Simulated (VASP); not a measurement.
# BPd4 (Pmm2) in VASP: a series of runs, part 2 of 2

VASP 6.6.1. Earlier steps stand in the parts before.

### Step 3. Single point, PBE

This run uses another cell than the first one, of 14.67 Å³/atom.

File INCAR:

```
SYSTEM = BPd4
  PREC = Accurate
  ENCUT = 520
  EDIFF = 1E-7
  ISMEAR = 0
  SIGMA = 0.1
  LREAL = .FALSE.
  LASPH = .TRUE.
  NELM = 100
  ALGO = Fast
  ISIF = 2
  LWAVE = .FALSE.
  LCHARG = .TRUE.
  GGA = PE
  LELF = .TRUE.
  LVHAR = .TRUE.
  NBANDS = 30
```

File KPOINTS:

```
regular mesh
0
G
  14 8 6
  0 0 0
```

File POSCAR:

```
BPd4
1.0
    2.8553357005      0.0000000000      0.0000000000
    0.0000000000      4.3627940188      0.0000000000
    0.0000000000      0.0000000000      5.8872397336
B Pd
1 4
Direct
    0.5000000000      0.0000000000      0.8606072748
    0.5000000000      0.5000000000      0.8756092647
    0.0000000000      0.5000000000      0.3334579813
    0.0000000000      0.0000000000      0.6163278551
    0.5000000000      0.0000000000      0.1909976140
```

Potentials or basis: VASP PAW PBE potentials, release 64 (B, Pd).

On the command line:

```sh
cat potpaw_PBE.64/B/POTCAR potpaw_PBE.64/Pd/POTCAR > POTCAR
mpirun -np 1 vasp_std > vasp.out
```

OUTCAR:

```text
SYSTEM = BPd4
   PREC = Accurate
   ENCUT = 520
   EDIFF = 1E-7
   ISMEAR = 0
   LREAL = .FALSE.
   LASPH = .TRUE.
   NELM = 100
   ISIF = 2
   GGA = PE

 ion  position               nearest neighbor table
   1  0.500  0.000  0.861-   5 1.95   4 2.03   4 2.03   2 2.18   2 2.18
   2  0.500  0.500  0.876-   1 2.18   1 2.18   5 2.86   5 2.86   4 3.02   4 3.02   4 3.02   4 3.02
                             3 3.05   3 3.05
   3  0.000  0.500  0.333-   5 2.74   5 2.74   5 2.74   5 2.74   4 2.74   4 2.74   2 3.05   2 3.05

   4  0.000  0.000  0.616-   1 2.03   1 2.03   3 2.74   3 2.74   5 2.88   5 2.88   2 3.02   2 3.02
                             2 3.02   2 3.02
   5  0.500  0.000  0.191-   1 1.95   3 2.74   3 2.74   3 2.74   3 2.74   2 2.86   2 2.86   4 2.88
                             4 2.88

  LATTYP: Found a simple orthorhombic cell.
 ALAT       =     2.8553357005
 B/A-ratio  =     1.5279443387
 C/A-ratio  =     2.0618380293

  Lattice vectors:

 A1 = (   2.8553357005,   0.0000000000,   0.0000000000)
 A2 = (   0.0000000000,   4.3627940188,   0.0000000000)
 A3 = (   0.0000000000,   0.0000000000,   5.8872397336)

Analysis of symmetry for initial positions (statically):
=====================================================================
 Subroutine PRICEL returns:
 Original cell was already a primitive cell.

 Routine SETGRP: Setting up the symmetry group for a
 simple orthorhombic supercell.

 Subroutine GETGRP returns: Found  4 space group operations
 (whereof  4 operations were pure point group operations)
 out of a pool of  8 trial point group operations.

The static configuration has the point symmetry C_2v.

Analysis of symmetry for dynamics (positions and initial velocities):
=====================================================================
 Subroutine PRICEL returns:
 Original cell was already a primitive cell.

 Routine SETGRP: Setting up the symmetry group for a
 simple orthorhombic supercell.

 Subroutine GETGRP returns: Found  4 space group operations
 (whereof  4 operations were pure point group operations)
 out of a pool of  8 trial point group operations.

The dynamic configuration has the point symmetry C_2v.

 Subroutine INISYM returns: Found  4 space group operations
 (whereof  4 operations are pure point group operations),
 and found     1 'primitive' translations

----------------------------------------------------------------------------------------

                                     Primitive cell

  volume of cell :      73.3388

  direct lattice vectors                    reciprocal lattice vectors
     2.855335700  0.000000000  0.000000000     0.350221517  0.000000000  0.000000000
     0.000000000  4.362794019  0.000000000     0.000000000  0.229210913  0.000000000
     0.000000000  0.000000000  5.887239734     0.000000000  0.000000000  0.169858889

  length of vectors
     2.855335700  4.362794019  5.887239734     0.350221517  0.229210913  0.169858889

  position of ions in fractional coordinates (direct lattice)
     0.500000000  0.000000000  0.860607275
     0.500000000  0.500000000  0.875609265
     0.000000000  0.500000000  0.333457981
     0.000000000  0.000000000  0.616327855
     0.500000000  0.000000000  0.190997614

  ion indices of the primitive-cell ions
[... 27 lines left out ...]

 Subroutine IBZKPT returns following result:
 ===========================================

 Found    160 irreducible k-points:

 Following reciprocal coordinates:
            Coordinates               Weight
  0.000000  0.000000  0.000000      1.000000
  0.071429  0.000000  0.000000      2.000000
  0.142857  0.000000  0.000000      2.000000
  0.214286  0.000000  0.000000      2.000000
  0.285714  0.000000  0.000000      2.000000
  0.357143  0.000000  0.000000      2.000000
[... 16 lines left out ...]
  0.428571  0.250000  0.000000      4.000000
  0.500000  0.250000  0.000000      2.000000
 [... further k-points ...]
   k-points           NKPTS =    160   k-points in BZ     NKDIM =    160   number of bands    NBANDS=     30
   number of dos      NEDOS =    301   number of ions     NIONS =      5
   total plane-waves  NPLWV =  36864
   dimension x,y,z NGX =    24 NGY =   32 NGZ =   48
   dimension x,y,z NGXF=    48 NGYF=   64 NGZF=   96
   ions per type =               1   4
   NGX,Y,Z   is equivalent  to a cutoff of  13.97, 12.19, 13.55 a.u.
   NGXF,Y,Z  is equivalent  to a cutoff of  27.95, 24.39, 27.11 a.u.
 SYSTEM =  BPd4
   PREC   = accura    normal or accurate (medium, high low for compatibility)
   ISTART =      0    job   : 0-new  1-cont  2-samecut
   ICHARG =      2    charge: 1-file 2-atom 10-const
   ISPIN  =      1    spin polarized calculation?
   LNONCOLLINEAR =      F non collinear calculations
   LSORBIT =      F    spin-orbit coupling
   LASPH  =      T    aspherical Exc in radial PAW
   ENCUT  =  520.0 eV  38.22 Ry    6.18 a.u.   5.31  8.11 10.95*2*pi/ulx,y,z
   NELM   =    100;   NELMIN=  2; NELMDL= -5     # of ELM steps
   EDIFF  = 0.1E-06   stopping-criterion for ELM
   LREAL  =      F    real-space projection
   EDIFFG = 0.1E-05   stopping-criterion for IOM
   NSW    =      0    number of steps for IOM
   IBRION =     -1    ionic relax: 0-MD 1-quasi-New 2-CG
   NFREE  =      0    steps in history (QN), initial steepest desc. (CG)
   ISIF   =      2    stress and relaxation
   ISYM   =      2    0-nonsym 1-usesym 2-fastsym
   POTIM  = 0.5000    time-step for ionic-motion
   TEBEG  =    0.0;   TEEND  =   0.0 temperature during run
   PSTRESS=    0.0 pullay stress
   NELECT =      43.0000    total number of electrons
   NUPDOWN=      -1.0000    fix difference up-down
   EMIN   =  10.00;   EMAX   =-10.00  energy-range for DOS
   EFERMI =   0.00;   METHOD = LEGACY
   ISMEAR =     0;   SIGMA  =   0.10  broadening in eV -4-tet -1-fermi 0-gaus
   EFERMI_NEDOS =   21; number of points for ismear=-14 and -15
   IALGO  =     68    algorithm
   IMIX   =      4    mixing-type and parameters
     AMIX     =   0.40;   BMIX     =  1.00
     AMIX_MAG =   1.60;   BMIX_MAG =  1.00
  volume/ion in A,a.u.               =      14.67        98.98
  Fermi-wavevector in a.u.,A,eV,Ry     =   1.370208  2.589317 25.544524  1.877470
  Thomas-Fermi vector in A             =   2.496015
   LORBIT       =      0    0 simple, 1 ext, 2 COOP (PROOUT), +10 PAW based schemes
   GGA     = PE    functional components
   LHFCALC =     F    Hartree Fock is set to
   AEXX    =    0.0000 exact exchange contribution
   IVDW    =     0    specifies the selected vdW correction
   LEPSILON=     F    determine dielectric tensor
   LRPA    =     F    only Hartree local field effects (RPA)
 non-spin polarized calculation
 RMM-DIIS sequential band-by-band and
 Gauss-broadening in eV      SIGMA  =   0.10
  energy-cutoff  :      520.00
  volume of cell :       73.34
 maximum number of plane-waves:      2002
 NGX is ok and might be reduce to    24
   NGX = 11   NGY = 17   NGZ = 21

 number of electron      43.0000003 magnetization

 Free energy of the ion-electron system (eV)
  ---------------------------------------------------
  ext. energy  EPLUGINS =         0.00000000
  ---------------------------------------------------
  free energy    TOTEN  =       -27.54899940 eV

  energy without entropy =      -27.53580329  energy(sigma->0) =      -27.54240135

 E-fermi :   8.1335     XC(G=0): -12.3539

 val. band max:        8.1252484041   @ k =   0.2857   0.5000   0.1667
 cond. band min:       8.1354992149   @ k =   0.4286   0.0000   0.1667
 fundamental gap:      0.0102508108
 Fermi energy:         8.1334647124

 k-point     1 :       0.0000    0.0000    0.0000
  band No.  band energies     occupation
      1      -1.3990      2.00000
      2       2.6771      2.00000
      3       2.7800      2.00000
      4       3.5558      2.00000
      5       3.5936      2.00000
      6       4.1346      2.00000
[... 781 lines left out ...]
     29      16.7793      0.00000
     30      17.5682      0.00000

 [... further k-points ...]
[... 5 lines left out ...]
  --------------------------------------------------------------------------------------
  -------------------------------------------------------------------------------------
  Total       -0.0214920     -0.0499511      0.1297597      0.0000000      0.0000000      0.0000000
  in kB       -0.4695189     -1.0912437      2.8347635      0.0000000      0.0000000      0.0000000
  external PRESSURE =       0.4246670 kB  Pullay stress =       0.0000000 kB

 VOLUME and BASIS-vectors are now :
 -----------------------------------------------------------------------------
  energy-cutoff  :      520.00
  volume of cell :       73.34
      direct lattice vectors                 reciprocal lattice vectors
     2.855335700  0.000000000  0.000000000     0.350221517  0.000000000  0.000000000
     0.000000000  4.362794019  0.000000000     0.000000000  0.229210913  0.000000000
     0.000000000  0.000000000  5.887239734     0.000000000  0.000000000  0.169858889

 POSITION                                       TOTAL-FORCE (eV/Angst)
 -----------------------------------------------------------------------------------
      1.42767      0.00000      5.06660         0.000000      0.000000     -0.020629
      1.42767      2.18140      5.15492         0.000000      0.000000      0.002783
      0.00000      2.18140      1.96315         0.000000      0.000000     -0.005330
      0.00000      0.00000      3.62847         0.000000      0.000000     -0.048979
      1.42767      0.00000      1.12445         0.000000      0.000000      0.072154
 -----------------------------------------------------------------------------------
    total drift:                                0.000000      0.000000     -0.000182

  FREE ENERGIE OF THE ION-ELECTRON SYSTEM (eV)
  ---------------------------------------------------
  free  energy   TOTEN  =       -27.5489994028 eV

  energy  without entropy=      -27.5358032890  energy(sigma->0) =      -27.54240135
```

OSZICAR:

```text
N       E                     dE             d eps       ncg     rms          rms(c)
DAV:   1     0.266369634438E+03    0.26637E+03   -0.21452E+04  9600   0.137E+03
DAV:   2    -0.214540867578E+02   -0.28782E+03   -0.27329E+03 10212   0.315E+02
DAV:   3    -0.297128652436E+02   -0.82588E+01   -0.81312E+01 10934   0.563E+01
DAV:   4    -0.297854900300E+02   -0.72625E-01   -0.72595E-01 10604   0.515E+00
DAV:   5    -0.297866818220E+02   -0.11918E-02   -0.11918E-02 11196   0.719E-01    0.176E+01
RMM:   6    -0.279896441581E+02    0.17970E+01   -0.79390E+00  9705   0.161E+01    0.745E+00
RMM:   7    -0.277141303781E+02    0.27551E+00   -0.10044E+00  9610   0.602E+00    0.530E+00
RMM:   8    -0.276094508499E+02    0.10468E+00   -0.29440E-01  9867   0.322E+00    0.343E+00
RMM:   9    -0.275618820561E+02    0.47569E-01   -0.69484E-02  9761   0.151E+00    0.113E+00
RMM:  10    -0.275497565911E+02    0.12125E-01   -0.18851E-02 10010   0.809E-01    0.287E-01
RMM:  11    -0.275490390584E+02    0.71753E-03   -0.20293E-03 10405   0.258E-01    0.108E-01
RMM:  12    -0.275490331229E+02    0.59355E-05   -0.58518E-04 10384   0.129E-01    0.790E-02
RMM:  13    -0.275489999828E+02    0.33140E-04   -0.15794E-04 10338   0.746E-02    0.352E-02
RMM:  14    -0.275489994115E+02    0.57125E-06   -0.51751E-05 10395   0.395E-02    0.813E-03
RMM:  15    -0.275489991493E+02    0.26218E-06   -0.13180E-05 10596   0.199E-02    0.625E-03
RMM:  16    -0.275489993362E+02   -0.18686E-06   -0.46842E-06 11692   0.101E-02    0.296E-03
RMM:  17    -0.275489994028E+02   -0.66595E-07   -0.66185E-07  8747   0.379E-03
   1 F= -.27548999E+02 E0= -.27542401E+02  d E =-.131961E-01
```

stdout:

```text
POSCAR found type information on POSCAR B Pd
 POSCAR found :  2 types and       5 ions
 scaLAPACK will be used
 LDA part: xc-table for (Slater+PW92), standard interpolation
 POSCAR, INCAR and KPOINTS ok, starting setup
 FFT: planning ... GRIDC
 FFT: planning ... GRID_SOFT
 FFT: planning ... GRID
 WAVECAR not read
 entering main loop
```

Wall time 2.2 min (1 thread of Intel Xeon 6975P-C (Granite Rapids), shared host); peak memory 0.39 GiB.

What came out:

```yaml
Free_energy: -27.5490 eV
Pressure: 0.0 GPa
Largest_force: 0.072 eV/Å
Band_gap_on_the_k_mesh: zero (an odd number of electrons rules out a gap without spin polarisation)
```

Forces on the atoms (eV/Å):
```
B    0.000  0.000 -0.021
Pd   0.000  0.000  0.003
Pd   0.000  0.000 -0.005
Pd   0.000  0.000 -0.049
Pd   0.000  0.000  0.072
```

Stress tensor (GPa, compression positive):
```
-0.05  0.00  0.00
 0.00 -0.11  0.00
 0.00  0.00  0.28
```

Levels at points of the mesh, in eV from the Fermi level:
```csv
k point,band 20,band 21,band 22,band 23,band 24,band 25
"(0.00, 0.00, 0.00)",-0.67,-0.49,-0.32,0.03,0.40,5.40
"(0.50, 0.00, 0.00)",-0.29,0.50,0.53,1.97,2.55,3.57
"(0.00, 0.50, 0.00)",-0.82,-0.78,-0.76,-0.40,1.27,2.25
"(0.50, 0.50, 0.00)",-0.01,0.80,1.51,2.32,2.55,3.18
"(0.00, 0.00, 0.50)",-1.09,-0.77,0.01,1.68,1.80,4.54
"(0.50, 0.00, 0.50)",-0.30,0.12,0.61,1.75,2.44,3.03
"(0.00, 0.50, 0.50)",-0.83,-0.81,-0.46,-0.41,-0.11,3.20
"(0.50, 0.50, 0.50)",-0.11,-0.09,1.06,2.37,2.56,2.79
```
